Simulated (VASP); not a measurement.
# HgH2 in VASP: single point with PBE

Aim: the single point of HgH2 with PBE.

Everything below comes from runs of VASP 6.6.1. Logs are shortened: lines on timing, memory, paths and dates and some standing lists are left out, and cuts for length are marked.

### 1 The cell of the first run

The cell holds a molecule in a box, 3 atoms: a = 9.000 Å, b = 9.000 Å, c = 12.310 Å, α = 90.00°, β = 90.00°, γ = 90.00°.

### 2 Single point, PBE, non-collinear spin, zero start, spin-orbit coupling

Contents of INCAR:

```
  ALGO = Normal
  EDIFF = 1E-6
  ENCUT = 410
  GGA = PE
  GGA_COMPAT = False
  ISIF = 2
  ISMEAR = 0
  LASPH = True
  LCHARG = False
  LNONCOLLINEAR = True
  LORBIT = 11
  LORBMOM = True
  LREAL = False
  LSORBIT = True
  LWAVE = False
  MAGMOM = 0 0 0 0 0 0 0 0 0
  NBANDS = 35
  NELM = 200
  NELMDL = -8
  PREC = Accurate
  SIGMA = 0.01
```

Contents of KPOINTS:

```
k-points
0
Gamma
  1 1 1
```

Contents of POSCAR:

```
HgH2
1.0
    9.0000000000      0.0000000000      0.0000000000
    0.0000000000      9.0000000000      0.0000000000
    0.0000000000      0.0000000000     12.3100000000
Hg H
1 2
Direct
    0.5000000000      0.5000000000      0.5000991100
    0.5000000000      0.5000000000      0.6346417500
    0.5000000000      0.5000000000      0.3655564600
```

Potentials or basis: VASP PAW PBE potentials, release 64 (Hg_sv_GW, H).

On the command line:

```sh
$ cat potpaw_PBE.64/Hg_sv_GW/POTCAR potpaw_PBE.64/H/POTCAR > POTCAR
$ mpirun -np 1 vasp_ncl > vasp.out
```

OUTCAR:

```text
EDIFF = 1E-6
   ENCUT = 410
   GGA = PE
   ISIF = 2
   ISMEAR = 0
   LASPH = True
   LNONCOLLINEAR = True
   LORBIT = 11
   LREAL = False
   LSORBIT = True
   NELM = 200
   NELMDL = -8
   PREC = Accurate

 ion  position               nearest neighbor table
   1  0.500  0.500  0.500-   2 1.66   3 1.66
   2  0.500  0.500  0.635-   1 1.66
   3  0.500  0.500  0.366-   1 1.66

  LATTYP: Found a simple tetragonal cell.
 ALAT       =     9.0000000000
 C/A-ratio  =     1.3677777778

  Lattice vectors:

 A1 = (   9.0000000000,   0.0000000000,   0.0000000000)
 A2 = (   0.0000000000,   9.0000000000,   0.0000000000)
 A3 = (   0.0000000000,   0.0000000000,  12.3100000000)

Analysis of symmetry for initial positions (statically):
=====================================================================
 Subroutine PRICEL returns:
 Original cell was already a primitive cell.

 Routine SETGRP: Setting up the symmetry group for a
 simple tetragonal supercell.

 Subroutine GETGRP returns: Found 16 space group operations
 (whereof  8 operations were pure point group operations)
 out of a pool of 16 trial point group operations.

The static configuration has the point symmetry C_4v.
 The point group associated with its full space group is D_4h.

Analysis of symmetry for dynamics (positions and initial velocities):
=====================================================================
 Subroutine PRICEL returns:
 Original cell was already a primitive cell.

 Routine SETGRP: Setting up the symmetry group for a
 simple tetragonal supercell.

 Subroutine GETGRP returns: Found 16 space group operations
 (whereof  8 operations were pure point group operations)
 out of a pool of 16 trial point group operations.

The dynamic configuration has the point symmetry C_4v.
 The point group associated with its full space group is D_4h.

Analysis of structural, dynamic, and magnetic symmetry:
=====================================================================
 Subroutine PRICEL returns:
 Original cell was already a primitive cell.

 Routine SETGRP: Setting up the symmetry group for a
[... 203 lines left out ...]
      4.50000      4.50000      6.15622        -0.000000      0.000000     -0.000000
      4.50000      4.50000      7.81244        -0.000000     -0.000000     -0.070682
      4.50000      4.50000      4.50000         0.000000     -0.000000      0.070682
 -----------------------------------------------------------------------------------
    total drift:                                0.000000      0.000000     -0.000014

  FREE ENERGIE OF THE ION-ELECTRON SYSTEM (eV)
  ---------------------------------------------------
  free  energy   TOTEN  =        -9.5745621310 eV

  energy  without entropy=       -9.5745621310  energy(sigma->0) =       -9.57456213

 orbital moment (x)

 # of ion     p       d       f       tot
 ------------------------------------------------
  1         0.000  -0.000   0.000  -0.000
  2         0.000   0.000   0.000   0.000
  3         0.000   0.000   0.000   0.000
 ------------------------------------------------
            0.000  -0.000   0.000  -0.000

 orbital moment (y)

 # of ion     p       d       f       tot
 ------------------------------------------------
  1         0.000   0.000  -0.000   0.000
  2         0.000   0.000   0.000   0.000
  3         0.000   0.000   0.000   0.000
 ------------------------------------------------
            0.000   0.000  -0.000   0.000

 orbital moment (z)

 # of ion     p       d       f       tot
 ------------------------------------------------
  1         0.000   0.000  -0.000  -0.000
  2         0.000   0.000   0.000   0.000
  3         0.000   0.000   0.000   0.000
 ------------------------------------------------
            0.000   0.000  -0.000  -0.000

 Spin-Orbit-Coupling matrix elements

 Ion:    1  E_soc:     -7.3526964
 l=   1
     0.0000000    -1.1295812    -1.1010440
    -1.1295812     0.0000000    -1.1295812
    -1.1010440    -1.1295812     0.0000000
 l=   2
     0.0000000    -0.0202976     0.0000000    -0.0202976    -0.0806726
    -0.0202976     0.0000000    -0.0669560    -0.0203600    -0.0202990
     0.0000000    -0.0669560     0.0000000    -0.0669560     0.0000000
    -0.0202976    -0.0203600    -0.0669560     0.0000000    -0.0202990
    -0.0806726    -0.0202990     0.0000000    -0.0202990     0.0000000
 l=   3
     0.0000000     0.0000000     0.0000000     0.0000000     0.0000000    -0.0000000     0.0000000
     0.0000000     0.0000000    -0.0000000     0.0000000    -0.0000000    -0.0000000     0.0000000
     0.0000000    -0.0000000     0.0000000    -0.0000021    -0.0000000    -0.0000000     0.0000000
     0.0000000     0.0000000    -0.0000021     0.0000000    -0.0000021     0.0000000     0.0000000
[... 29 lines left out ...]
 l=   2
     0.0000000     0.0000000     0.0000000     0.0000000     0.0000000
     0.0000000     0.0000000     0.0000000     0.0000000     0.0000000
     0.0000000     0.0000000     0.0000000     0.0000000     0.0000000
     0.0000000     0.0000000     0.0000000     0.0000000     0.0000000
     0.0000000     0.0000000     0.0000000     0.0000000     0.0000000
 l=   3
     0.0000000     0.0000000     0.0000000     0.0000000     0.0000000     0.0000000     0.0000000
     0.0000000     0.0000000     0.0000000     0.0000000     0.0000000     0.0000000     0.0000000
     0.0000000     0.0000000     0.0000000     0.0000000     0.0000000     0.0000000     0.0000000
     0.0000000     0.0000000     0.0000000     0.0000000     0.0000000     0.0000000     0.0000000
     0.0000000     0.0000000     0.0000000     0.0000000     0.0000000     0.0000000     0.0000000
     0.0000000     0.0000000     0.0000000     0.0000000     0.0000000     0.0000000     0.0000000
     0.0000000     0.0000000     0.0000000     0.0000000     0.0000000     0.0000000     0.0000000

 total charge

# of ion       s       p       d       f       tot
--------------------------------------------------
    1        2.667   6.475   8.834   0.017  17.993
    2        0.525   0.014   0.000   0.000   0.539
    3        0.525   0.014   0.000   0.000   0.539
--------------------------------------------------
tot          3.717   6.504   8.834   0.017  19.071

 magnetization (x)

# of ion       s       p       d       f       tot
--------------------------------------------------
    1        0.000   0.000   0.000   0.000   0.000
    2        0.000   0.000   0.000   0.000   0.000
    3        0.000   0.000   0.000   0.000   0.000
--------------------------------------------------
tot          0.000   0.000   0.000   0.000   0.000

 magnetization (y)

# of ion       s       p       d       f       tot
--------------------------------------------------
    1        0.000   0.000   0.000   0.000   0.000
    2        0.000   0.000   0.000   0.000   0.000
    3        0.000   0.000   0.000   0.000   0.000
--------------------------------------------------
tot          0.000   0.000   0.000   0.000   0.000

 magnetization (z)

# of ion       s       p       d       f       tot
--------------------------------------------------
    1        0.000   0.000   0.000   0.000   0.000
    2        0.000   0.000   0.000   0.000   0.000
    3        0.000   0.000   0.000   0.000   0.000
--------------------------------------------------
tot          0.000   0.000   0.000   0.000   0.000
```

It took 7.2 min on 1 thread of Intel Xeon Platinum 8488C (Sapphire Rapids), shared host; peak memory 1.6 GiB.

Results:

| Item | Value |
| --- | --- |
| Free energy | -9.5746 eV |
| Largest force | 0.071 eV/Å |
| Net moment | 0.00 μB per cell |
| Valence electrons inside the program's atomic spheres | Hg 17.99; H 0.54 |

Forces on the atoms (eV/Å):
```
Hg   0.000  0.000  0.000
H    0.000  0.000 -0.071
H    0.000  0.000  0.071
```

Moments on the atoms (μB; x, y, z):
```
Hg  0.00 0.00 0.00
H   0.00 0.00 0.00
H   0.00 0.00 0.00
```
